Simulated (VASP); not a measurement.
# Sb (P-6m2) in VASP: a series of runs

Runs on Sb. Level: PBE. Tasks: single point, relaxation of cell and atoms.

Program: VASP 6.6.1. These are calculated values, not measurements. Logs are shortened: lines on timing, memory, paths and dates and some standing lists are left out, and cuts for length are marked.

## (1) The cell of the first run

It takes space group P-6m2 (No. 187, hexagonal). Conventional cell: a = 4.185 Å, b = 4.185 Å, c = 6.734 Å, α = 90.00°, β = 90.00°, γ = 120.00°. Within 3.8 Å of Sb (site symmetry 3m) lie 4 Sb at 2.88 to 3.09 Å. Sb (site symmetry -6m2) has 6 Sb at 3.09 Å within 4.1 Å.

## (2) Single point, PBE

INCAR reads:

```
PREC = Accurate
ENCUT = 520
EDIFF = 1E-6
ISMEAR = 0
SIGMA = 0.1
LREAL = False
LASPH = True
NELM = 60
ALGO = Normal
ISIF = 2
LWAVE = False
LCHARG = False
GGA = PE
NBANDS = 14
```

KPOINTS reads:

```
regular mesh
0
Gamma
  12 12 8
```

POSCAR reads:

```
Sb
1.0
    4.1847927323      0.0000000000      0.0000000000
   -2.0923963662      3.6241368158      0.0000000000
    0.0000000000      0.0000000000      6.7341432178
Sb
3
Direct
    0.6666666667      0.3333333333      0.7138693804
    0.6666666667      0.3333333333      0.2861306196
    0.0000000000      0.0000000000      0.0000000000
```

Potentials or basis: VASP PAW PBE potentials, release 64 (Sb).

Launch:

```sh
$ cat potpaw_PBE.64/Sb/POTCAR > POTCAR
$ mpirun -np 1 vasp_std > vasp.out
```

OUTCAR:

```text
PREC = Accurate
   ENCUT = 520
   EDIFF = 1E-6
   ISMEAR = 0
   LREAL = False
   LASPH = True
   NELM = 60
   ISIF = 2
   GGA = PE

 ion  position               nearest neighbor table
   1  0.667  0.333  0.714-   2 2.88   3 3.09   3 3.09   3 3.09
   2  0.667  0.333  0.286-   1 2.88   3 3.09   3 3.09   3 3.09
   3  0.000  0.000  0.000-   1 3.09   2 3.09   1 3.09   2 3.09   1 3.09   2 3.09

  LATTYP: Found a hexagonal cell.
 ALAT       =     4.1847927323
 C/A-ratio  =     1.6091939670

  Lattice vectors:

 A1 = (   4.1847927323,   0.0000000000,   0.0000000000)
 A2 = (  -2.0923963662,   3.6241368158,   0.0000000000)
 A3 = (   0.0000000000,   0.0000000000,   6.7341432178)

Analysis of symmetry for initial positions (statically):
=====================================================================
 Subroutine PRICEL returns:
 Original cell was already a primitive cell.

 Routine SETGRP: Setting up the symmetry group for a
 hexagonal supercell.

 Subroutine GETGRP returns: Found 12 space group operations
 (whereof 12 operations were pure point group operations)
 out of a pool of 24 trial point group operations.

The static configuration has the point symmetry D_3h.

Analysis of symmetry for dynamics (positions and initial velocities):
=====================================================================
 Subroutine PRICEL returns:
 Original cell was already a primitive cell.

 Routine SETGRP: Setting up the symmetry group for a
 hexagonal supercell.

 Subroutine GETGRP returns: Found 12 space group operations
 (whereof 12 operations were pure point group operations)
 out of a pool of 24 trial point group operations.

The dynamic configuration has the point symmetry D_3h.

 Subroutine INISYM returns: Found 12 space group operations
 (whereof 12 operations are pure point group operations),
 and found     1 'primitive' translations

----------------------------------------------------------------------------------------

                                     Primitive cell

  volume of cell :     102.1318

  direct lattice vectors                    reciprocal lattice vectors
     4.184792732  0.000000000  0.000000000     0.238960461  0.137963886  0.000000000
    -2.092396366  3.624136816  0.000000000     0.000000000  0.275927773  0.000000000
     0.000000000  0.000000000  6.734143218     0.000000000  0.000000000  0.148496990

  length of vectors
     4.184792732  4.184792732  6.734143218     0.275927773  0.275927773  0.148496990

  position of ions in fractional coordinates (direct lattice)
     0.666666667  0.333333333  0.713869380
     0.666666667  0.333333333  0.286130620
     0.000000000  0.000000000  0.000000000

  ion indices of the primitive-cell ions
   primitive index   ion index
                 1           1
                 2           2
                 3           3

----------------------------------------------------------------------------------------

 KPOINTS: regular mesh

Automatic generation of k-mesh.
 Grid dimensions read from file:
 generate k-points for:   12   12    8

 Generating k-lattice:

  Cartesian coordinates                     Fractional coordinates (reciprocal lattice)
     0.019913372  0.011496991  0.000000000     0.083333333  0.000000000  0.000000000
     0.000000000  0.022993981  0.000000000     0.000000000  0.083333333  0.000000000
     0.000000000  0.000000000  0.018562124     0.000000000  0.000000000  0.125000000

  Length of vectors
     0.022993981  0.022993981  0.018562124

  Shift w.r.t. Gamma in fractional coordinates (k-lattice)
     0.000000000  0.000000000  0.000000000

 Subroutine IBZKPT returns following result:
 ===========================================

 Found     95 irreducible k-points:

 Following reciprocal coordinates:
            Coordinates               Weight
  0.000000  0.000000  0.000000      1.000000
  0.083333  0.000000  0.000000      6.000000
  0.166667  0.000000  0.000000      6.000000
  0.250000  0.000000  0.000000      6.000000
  0.333333 -0.000000  0.000000      6.000000
  0.416667  0.000000  0.000000      6.000000
[... 16 lines left out ...]
  0.250000  0.000000  0.125000     12.000000
  0.333333 -0.000000  0.125000     12.000000
 [... further k-points ...]
   k-points           NKPTS =     95   k-points in BZ     NKDIM =     95   number of bands    NBANDS=     14
   number of dos      NEDOS =    301   number of ions     NIONS =      3
   total plane-waves  NPLWV =  51200
   dimension x,y,z NGX =    32 NGY =   32 NGZ =   50
   dimension x,y,z NGXF=    64 NGYF=   64 NGZF=  100
   ions per type =               3
   NGX,Y,Z   is equivalent  to a cutoff of  12.71, 12.71, 12.34 a.u.
   NGXF,Y,Z  is equivalent  to a cutoff of  25.42, 25.42, 24.69 a.u.
 SYSTEM =  unknown system
   PREC   = accura    normal or accurate (medium, high low for compatibility)
   ISTART =      0    job   : 0-new  1-cont  2-samecut
   ICHARG =      2    charge: 1-file 2-atom 10-const
   ISPIN  =      1    spin polarized calculation?
   LNONCOLLINEAR =      F non collinear calculations
   LSORBIT =      F    spin-orbit coupling
   LASPH  =      T    aspherical Exc in radial PAW
   ENCUT  =  520.0 eV  38.22 Ry    6.18 a.u.   7.78  7.78 12.52*2*pi/ulx,y,z
   NELM   =     60;   NELMIN=  2; NELMDL= -5     # of ELM steps
   EDIFF  = 0.1E-05   stopping-criterion for ELM
   LREAL  =      F    real-space projection
   EDIFFG = 0.1E-04   stopping-criterion for IOM
   NSW    =      0    number of steps for IOM
   IBRION =     -1    ionic relax: 0-MD 1-quasi-New 2-CG
   NFREE  =      0    steps in history (QN), initial steepest desc. (CG)
   ISIF   =      2    stress and relaxation
   ISYM   =      2    0-nonsym 1-usesym 2-fastsym
   POTIM  = 0.5000    time-step for ionic-motion
   TEBEG  =    0.0;   TEEND  =   0.0 temperature during run
   PSTRESS=    0.0 pullay stress
   NELECT =      15.0000    total number of electrons
   NUPDOWN=      -1.0000    fix difference up-down
   EMIN   =  10.00;   EMAX   =-10.00  energy-range for DOS
   EFERMI =   0.00;   METHOD = LEGACY
   ISMEAR =     0;   SIGMA  =   0.10  broadening in eV -4-tet -1-fermi 0-gaus
   EFERMI_NEDOS =   21; number of points for ismear=-14 and -15
   IALGO  =     38    algorithm
   IMIX   =      4    mixing-type and parameters
     AMIX     =   0.40;   BMIX     =  1.00
     AMIX_MAG =   1.60;   BMIX_MAG =  1.00
  volume/ion in A,a.u.               =      34.04       229.74
  Fermi-wavevector in a.u.,A,eV,Ry     =   0.863744  1.632239 10.150673  0.746053
  Thomas-Fermi vector in A             =   1.981739
   LORBIT       =      0    0 simple, 1 ext, 2 COOP (PROOUT), +10 PAW based schemes
   GGA     = PE    functional components
   LHFCALC =     F    Hartree Fock is set to
   AEXX    =    0.0000 exact exchange contribution
   IVDW    =     0    specifies the selected vdW correction
   LEPSILON=     F    determine dielectric tensor
   LRPA    =     F    only Hartree local field effects (RPA)
 non-spin polarized calculation
 Gauss-broadening in eV      SIGMA  =   0.10
  energy-cutoff  :      520.00
  volume of cell :      102.13
 maximum number of plane-waves:      2786
 NGX is ok and might be reduce to    32
   NGX = 15   NGY = 15   NGZ = 25

 number of electron      15.0000000 magnetization

 Free energy of the ion-electron system (eV)
  ---------------------------------------------------
  ext. energy  EPLUGINS =         0.00000000
  ---------------------------------------------------
  free energy    TOTEN  =       -11.49664142 eV

  energy without entropy =      -11.48667756  energy(sigma->0) =      -11.49165949

 E-fermi :   5.7014     XC(G=0):  -8.9813

 val. band max:        5.6993192481   @ k =   0.4167   0.0833   0.1250
 cond. band min:       5.7128562835   @ k =   0.2500   0.0833   0.2500
 fundamental gap:      0.0135370355
 Fermi energy:         5.7013831780

 k-point     1 :       0.0000    0.0000    0.0000
  band No.  band energies     occupation
      1      -6.3425      2.00000
      2      -3.2121      2.00000
      3      -2.3486      2.00000
      4       4.6905      2.00000
      5       4.6905      2.00000
      6       4.7754      2.00000
      7       6.2731      0.00000
      8       7.2898      0.00000
      9       7.2898      0.00000
     10       7.3781      0.00000
     11       7.3781      0.00000
     12       9.9233      0.00000
     13       9.9750      0.00000
     14      11.6213      0.00000

 k-point     2 :       0.0833    0.0000    0.0000
  band No.  band energies     occupation
      1      -6.2758      2.00000
      2      -3.1535      2.00000
      3      -2.3407      2.00000
      4       3.6731      2.00000
      5       4.5318      2.00000
      6       5.5102      1.99316
      7       5.8729      0.01528
      8       7.1454      0.00000
      9       7.2921      0.00000
     10       7.4307      0.00000
     11       7.4310      0.00000
     12      10.1483      0.00000
     13      10.1834      0.00000
     14      11.4845      0.00000

 k-point     3 :       0.1667    0.0000    0.0000
  band No.  band energies     occupation
      1      -6.0786      2.00000
      2      -2.9832      2.00000
      3      -2.3385      2.00000
      4       2.6199      2.00000
      5       4.1781      2.00000
      6       4.9927      2.00000
      7       5.5018      1.99522
      8       7.0770      0.00000
      9       7.1537      0.00000
     10       7.5719      0.00000
     11       7.6979      0.00000
     12      10.3350      0.00000
     13      10.4564      0.00000
     14      11.2165      0.00000
[... 324 lines left out ...]
 k-point    23 :       0.2500    0.0000    0.1250
  band No.  band energies     occupation
      1      -5.7205      2.00000
      2      -3.2048      2.00000
      3      -1.9028      2.00000
      4       1.8212      2.00000
      5       3.7489      2.00000
      6       3.8385      2.00000
      7       5.2320      2.00000
      8       6.5431      0.00000
      9       6.7495      0.00000
     10       7.9190      0.00000
     11       8.1704      0.00000
     12       9.8001      0.00000
     13      10.8053      0.00000
     14      11.8380      0.00000

 k-point    24 :       0.3333   -0.0000    0.1250
  band No.  band energies     occupation
      1      -5.3071      2.00000
      2      -3.0359      2.00000
      3      -2.0526      2.00000
      4       1.3206      2.00000
      5       2.9178      2.00000
      6       3.5310      2.00000
      7       4.6460      2.00000
      8       6.3253      0.00000
      9       6.7118      0.00000
     10       7.9305      0.00000
     11       8.2335      0.00000
     12       9.4556      0.00000
     13      10.8856      0.00000
     14      12.4006      0.00000

 [... further k-points ...]
[... 5 lines left out ...]
  --------------------------------------------------------------------------------------
  -------------------------------------------------------------------------------------
  Total       -0.0076054     -0.0076054      0.0293679      0.0000000      0.0000000     -0.0000000
  in kB       -0.1193084     -0.1193084      0.4607043      0.0000000      0.0000000     -0.0000000
  external PRESSURE =       0.0740292 kB  Pullay stress =       0.0000000 kB

 VOLUME and BASIS-vectors are now :
 -----------------------------------------------------------------------------
  energy-cutoff  :      520.00
  volume of cell :      102.13
      direct lattice vectors                 reciprocal lattice vectors
     4.184792732  0.000000000  0.000000000     0.238960461  0.137963886  0.000000000
    -2.092396366  3.624136816  0.000000000     0.000000000  0.275927773  0.000000000
     0.000000000  0.000000000  6.734143218     0.000000000  0.000000000  0.148496990

 POSITION                                       TOTAL-FORCE (eV/Angst)
 -----------------------------------------------------------------------------------
      2.09240      1.20805      4.80730        -0.000000      0.000000      0.011449
      2.09240      1.20805      1.92684        -0.000000     -0.000000     -0.011449
      0.00000      0.00000      0.00000         0.000000     -0.000000      0.000000
 -----------------------------------------------------------------------------------
    total drift:                               -0.000000      0.000000     -0.000000

  FREE ENERGIE OF THE ION-ELECTRON SYSTEM (eV)
  ---------------------------------------------------
  free  energy   TOTEN  =       -11.4966414233 eV

  energy  without entropy=      -11.4866775627  energy(sigma->0) =      -11.49165949
```

Wall time 39 s (1 thread of Intel Xeon 6975P-C (Granite Rapids), shared host); peak memory 0.27 GiB.

Results:

- Free energy: -11.4966 eV
- Pressure: 0.0 GPa
- Largest force: 0.011 eV/Å

Forces in eV/Å, atoms in the order of the input:
```
Sb   0.000  0.000  0.011
Sb   0.000  0.000 -0.011
Sb   0.000  0.000  0.000
```

Caveat: spin-orbit coupling is left out, which moves the levels of the heavy elements.

## (3) Relaxation of cell and atoms, PBE

This run uses another cell than the first one, of 34.36 Å³/atom, 1.009 times its volume.

INCAR reads:

```
SYSTEM = Sb
ALGO = Normal ; EDIFF = 1E-6
EDIFFG = -0.01 ; ENCUT = 600
GGA = PE ; IBRION = 2
ISIF = 3 ; ISMEAR = 0
LASPH = .TRUE. ; LCHARG = .FALSE.
LREAL = .FALSE. ; LWAVE = .FALSE.
NELM = 100 ; NSW = 100
PREC = Accurate ; SIGMA = 0.1
```

KPOINTS reads:

```
k-points
0
G
  12 12 8
  0 0 0
```

POSCAR reads:

```
Sb
1.0
    4.2403507166      0.0000000000      0.0000000000
   -2.1201753583      3.6722514415      0.0000000000
    0.0000000000      0.0000000000      6.6199317267
Sb
3
Direct
    0.6666666667      0.3333333333      0.7165012481
    0.6666666667      0.3333333333      0.2834987519
    0.0000000000      0.0000000000      0.0000000000
```

Potentials or basis: VASP PAW PBE potentials, release 64 (Sb).

Launch:

```sh
$ cat potpaw_PBE.64/Sb/POTCAR > POTCAR
$ mpirun -np 1 vasp_std > vasp.out
```

Wall time 7.2 min (1 thread of Intel Xeon 6975P-C, shared host); peak memory 0.35 GiB.

It converged, with:

```
Free energy                            : -11.4967 eV
Relaxed volume                         : 34.01 Å³/atom
Relaxed cell                           : a = 4.181 Å, b = 4.181 Å, c = 6.741 Å, α = 90.00°, β = 90.00°, γ = 120.00°
Space group after relaxing (to 0.05 Å) : P-6m2 (No. 187)
Energy gained by relaxing              : 2.2 meV/atom
Ionic steps                            : 12
Pressure after relaxing                : 0.0 GPa
```

Forces on the atoms (eV/Å):
```
Sb   0.000  0.000  0.002
Sb   0.000  0.000 -0.002
Sb   0.000  0.000  0.000
```

Step by step:
| step | energy change (eV) | largest force (eV/Å) | pressure (GPa) | volume (Å³) |
| --- | --- | --- | --- | --- |
| 1 | 0.0000 | 0.1169 | 0.41 | 103.08 |
| 2 | -0.0026 | 0.0480 | -0.34 | 104.41 |
| 3 | -0.0028 | 0.0616 | -0.18 | 104.13 |
| 4 | -0.0040 | 0.0317 | -0.15 | 103.79 |
| 5 | -0.0054 | 0.0299 | -0.10 | 103.13 |
| 6 | -0.0043 | 0.1612 | 0.01 | 101.80 |
| 7 | -0.0056 | 0.0673 | -0.07 | 102.75 |
| 8 | -0.0064 | 0.0211 | 0.03 | 102.14 |
| 9 | -0.0065 | 0.0004 | 0.08 | 101.85 |
| 10 | -0.0065 | 0.0053 | 0.07 | 101.93 |
| 11 | -0.0064 | 0.0023 | -0.10 | 102.20 |
| 12 | -0.0065 | 0.0022 | 0.00 | 102.03 |

Final structure:
```
Sb
1.0
     4.18064    0.00000    0.00000
    -2.09032    3.62054    0.00000
     0.00000    0.00000    6.74074
Sb
3
Direct
  0.66667 0.33333 0.71392
  0.66667 0.33333 0.28608
  0.00000 0.00000 0.00000
```

Levels at points of the mesh, in eV from the Fermi level:
```csv
k point,band 6,band 7,band 8,band 9,band 10,band 11
"(0.00, 0.00, 0.00)",-0.92,0.56,1.60,1.60,1.68,1.68
"(0.50, 0.00, 0.00)",-2.47,-1.93,0.68,1.02,2.20,2.50
"(0.00, 0.00, 0.50)",-0.66,0.43,0.43,1.51,2.37,2.37
"(0.50, 0.00, 0.50)",-2.15,-1.75,-0.55,0.35,1.34,2.50
```

Caveat: spin-orbit coupling is left out, which moves the levels of the heavy elements.
